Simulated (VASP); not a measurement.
A run of VASP 6.6.1 is set up as follows.

File INCAR:

```
SYSTEM = Sn
PREC = Accurate ; ENCUT = 520
EDIFF = 1E-6 ; ISMEAR = 0
SIGMA = 0.1 ; LREAL = .FALSE.
LASPH = .TRUE. ; NELM = 100
ALGO = Normal ; ISIF = 2
LWAVE = .FALSE. ; LCHARG = .FALSE.
GGA = PE ; NBANDS = 21
```

Contents of KPOINTS:

```
Automatic mesh
0
G
  14 14 14
  0 0 0
```

Contents of POSCAR:

```
Sn
1.0
   -2.9783328798      2.9288417597      1.6129058997
    2.9783328798     -2.9323282380      1.6193154059
    2.9783328798      2.9323282380     -1.6193154059
Sn
2
Direct
    0.7402635362      0.2443257645      0.4959377717
    0.0097364638      0.0056742355      0.0040622283
```

Potentials or basis: VASP PAW PBE potentials, release 64 (Sn_d).

Run with:

```bash
$ cat potpaw_PBE.64/Sn_d/POTCAR > POTCAR
$ mpirun -np 1 vasp_std > vasp.out
```

(1) What does it give for the pressure?

(2) Predict the largest force.

Results:

(1) 0.4 GPa.

(2) 0.207 eV/Å.

Caveat: the cell differs from its parent crystal (strained and its atoms moved).
